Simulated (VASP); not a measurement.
TaN:

```
CELL_PARAMETERS angstrom
5.19100 0.00000 0.00000
-2.59550 4.49554 0.00000
0.00000 0.00000 2.90800
ATOMIC_POSITIONS crystal
Ta 0.00000 0.00000 0.00000
Ta 0.33333 0.66667 0.50000
Ta 0.66667 0.33333 0.50000
N 0.50000 0.00000 0.00000
N 0.50000 0.50000 0.00000
N 0.00000 0.50000 0.00000
```

| Property | Result |
| --- | --- |
| Program | VASP 6.6.1 |
| Task | relaxation of cell and atoms |
| Functional | RPBE |
| Potentials or basis | VASP PAW PBE potentials, release 64 (Ta_pv, N) |
| Cutoff | 600 eV |
| k mesh | 5 × 5 × 8 |
| Occupations | methfessel-paxton, width 0.15 eV |
| Spin | no spin polarisation |

At the start: pressure 14.9 GPa; volume 11.31 Å³/atom.

Task: How do energy, volume and symmetry change on relaxing?

Result: Over 6 steps the energy falls by 24.8 meV/atom and the volume is 11.88 Å³/atom (+5.0 %); space group P6/mmm (No. 191, to 0.1 Å) before and after.

Step by step:
```
step  energy change (eV)  largest force (eV/Å)  pressure (GPa)  volume (Å³)
   1              0.0000                0.0000           14.90        67.86
   2              0.4936                0.0000          -23.75        78.72
   3             -0.1421                0.0000           -0.37        71.16
   4             -0.1422                0.0000            0.09        71.05
   5             -0.1486                0.0000           -0.01        71.29
   6             -0.1487                0.0000            0.00        71.26
```

Final structure:
```
Ta N
1.0
     5.29164    0.00000    0.00000
    -2.64582    4.58269    0.00000
     0.00000    0.00000    2.93861
Ta N
3 3
Direct
  0.00000 0.00000 0.00000
  0.33333 0.66667 0.50000
  0.66667 0.33333 0.50000
  0.50000 0.00000 0.00000
  0.50000 0.50000 0.00000
  0.00000 0.50000 0.00000
```

Caveat: the PAW data sets were made with another functional, which shifts forces and pressure a little.
